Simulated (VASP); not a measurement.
**Ta: single point with PBEsol**

Ta:

```xyz
2
Lattice="0.0000 3.0804 3.0804 3.0804 0.0000 3.0804 3.0804 3.0804 0.0000" Properties=species:S:1:pos:R:3 pbc="T T T"
Ta    0.7701    0.7701    0.7701
Ta    5.3906    5.3906    5.3906
```

This cell differs from its parent crystal: volume scaled by 1.08.

```
Program             : VASP 6.6.1
Task                : single point
Functional          : PBEsol
Potentials or basis : VASP PAW PBE potentials, release 64 (Ta_pv)
Cutoff              : 520 eV
k mesh              : 10 × 10 × 10
Occupations         : fermi-dirac, width 0.1 eV
Spin                : no spin polarisation
```

```
Pressure               : -5.0 GPa
Band gap on the k mesh : zero (band 11 reaches 2.13 eV, above the bottom of band 12 at 1.35 eV)
```

Levels at points of the mesh, in eV from the Fermi level:
```
           k point  band 9  band 10  band 11  band 12  band 13  band 14
(0.00, 0.00, 0.00)   -0.91    -0.29    -0.29    -0.29     1.95     1.95
(0.50, 0.00, 0.00)   -0.79    -0.79    -0.34    -0.34    -0.22     3.04
(0.50, 0.50, 0.00)   -1.14    -1.14    -0.23    -0.23     1.77     1.77
```

It took 46 s on 1 thread of Intel Xeon 8259CL, with other jobs on the host, peak memory 0.19 GiB.

Caveat: the PAW data sets were made with another functional, which shifts forces and pressure a little; spin-orbit coupling is left out, which moves the levels of the heavy elements.
